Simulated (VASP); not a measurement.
Runs of VASP 6.6.1 on TiNi. The structure is that of space group P4/mmm (No. 123), or close to it. The cells are those of the table. 

| cell | gap on the mesh (eV) | pressure (GPa) |
| --- | --- | --- |
| a = 2.736, b = 2.736, c = 3.402 Å, 2 atoms | none | 2.9 |
| a = 2.873, b = 2.873, c = 3.402 Å, 2 atoms | none | -11.2 |
| a = 2.873, b = 2.873, c = 3.760 Å, 2 atoms | none | (b) |
| a = 2.599, b = 2.599, c = 3.402 Å, 2 atoms | none | 24.6 |
| a = 2.599, b = 2.599, c = 3.581 Å, 2 atoms | none | 11.2 |
| a = 2.736, b = 2.736, c = 3.760 Å, 2 atoms | none | -13.1 |
| a = 2.599, b = 2.599, c = 3.492 Å, 2 atoms | none | (a) |

Alike in all rows: task single point; level PBEsol; potentials or basis VASP PAW PBE potentials, release 64 (Ti_sv, Ni); no spin polarisation; k mesh 18 × 18 × 14; cutoff (eV) 520; smearing gaussian 0.15 eV.

Problem. Estimate the missing entries.

Solution. (a) 17.5; (b) -21.4.

Caveats: the PAW data sets were made with another functional, which shifts forces and pressure a little.

A gap of «none» marks levels without a gap at the run's occupations.
